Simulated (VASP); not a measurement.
Crystal: ReP4Ru.

```
Re P Ru
1.0
     0.00000    3.70095    3.70095
     3.70095    0.00000    3.70095
     3.70095    3.70095    0.00000
Re P Ru
1 4 1
Direct
  0.00000 0.00000 0.00000
  0.87669 0.37444 0.37444
  0.37444 0.37444 0.37444
  0.37444 0.87669 0.37444
  0.37444 0.37444 0.87669
  0.75000 0.75000 0.75000
```

The cell was generated, and may not be a known phase.

- Program: VASP 6.6.1
- Task: relaxation of cell and atoms
- Functional: PBE
- Potentials or basis: VASP PAW PBE potentials, release 64 (Re, P, Ru_pv)
- Cutoff: 600 eV
- k mesh: 4 × 4 × 4
- Occupations: gaussian, width 0.1 eV
- Spin: no spin polarisation

At the start: pressure -20.1 GPa; volume 16.90 Å³/atom.

Problem. Where does the relaxation end?

Solution. Over 9 steps the energy falls by 251.1 meV/atom and the volume is 13.55 Å³/atom (-19.8 %); space group F-43m (No. 216, to 0.1 Å) before and after.

Step by step:
| step | energy change (eV) | largest force (eV/Å) | pressure (GPa) | volume (Å³) |
| --- | --- | --- | --- | --- |
| 1 | 0.0000 | 0.0240 | -20.05 | 101.38 |
| 2 | -1.0273 | 0.4258 | 20.68 | 73.41 |
| 3 | -1.5005 | 0.2353 | -0.82 | 81.82 |
| 4 | -1.5016 | 0.2432 | -0.15 | 81.45 |
| 5 | -1.5011 | 0.2510 | 0.57 | 81.08 |
| 6 | -1.5061 | 0.0166 | 0.66 | 80.99 |
| 7 | -1.5062 | 0.0086 | 0.64 | 81.00 |
| 8 | -1.5064 | 0.0029 | -0.50 | 81.59 |
| 9 | -1.5068 | 0.0022 | 0.00 | 81.33 |

Final structure:
```
Re P Ru
1.0
     0.00000    3.43875    3.43875
     3.43875    0.00000    3.43875
     3.43875    3.43875    0.00000
Re P Ru
1 4 1
Direct
  0.00000 0.00000 0.00000
  0.87422 0.37526 0.37526
  0.37526 0.37526 0.37526
  0.37526 0.87422 0.37526
  0.37526 0.37526 0.87422
  0.75000 0.75000 0.75000
```

Caveat: the k points lie up to 0.40 Å⁻¹ apart in the final cell, too coarse for converged energies and pressures of a metal; the volume moved by over 15 % at a fixed basis, so the end points are rough.
